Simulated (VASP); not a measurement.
## CuSb2: single point with PBE

CuSb2:

```xyz
3
Lattice="4.0086 0.0000 0.0000 -2.0043 3.4715 0.0000 0.0000 0.0000 4.9183" Properties=species:S:1:pos:R:3 pbc="T T T"
Cu    0.0000    0.0000    0.0000
Sb    0.0000    2.3143    1.2876
Sb    2.0043    1.1572    3.6308
```

```json
{
 "Program": "VASP 6.6.1",
 "Task": "single point",
 "Functional": "PBE",
 "Potentials or basis": "VASP PAW PBE potentials, release 64 (Cu, Sb)",
 "Cutoff": "520 eV",
 "k mesh": "10 × 10 × 8",
 "Occupations": "gaussian, width 0.05 eV",
 "Spin": "no spin polarisation"
}
```

```json
{
 "Pressure": "1.1 GPa",
 "Largest force": "0.023 eV/Å",
 "Band gap on the k mesh": "zero (an odd number of electrons rules out a gap without spin polarisation)"
}
```

Forces on the atoms (eV/Å):
```
Cu   0.000  0.000  0.000
Sb   0.000  0.000  0.023
Sb   0.000  0.000 -0.023
```

Levels at points of the mesh, in eV from the Fermi level:
```tsv
k point	band 8	band 9	band 10	band 11	band 12	band 13	band 14	band 15
(0.00, 0.00, 0.00)	-2.74	0.87	0.87	1.26	1.26	3.42	4.66	4.92
(0.50, 0.00, 0.00)	-2.35	-2.35	-2.32	-1.69	0.10	3.04	3.36	6.22
(0.00, 0.00, 0.50)	0.31	0.62	0.62	0.71	2.12	2.12	4.95	4.95
(0.50, 0.00, 0.50)	-3.32	-3.13	-1.02	0.38	1.07	1.38	5.88	6.29
```

Run time: 55 s on 1 thread of Intel(R) Xeon(R) 6975P-C (Granite Rapids), with other jobs on the host, peak memory 0.26 GiB.

Caveat: spin-orbit coupling is left out, which moves the levels of the heavy elements.
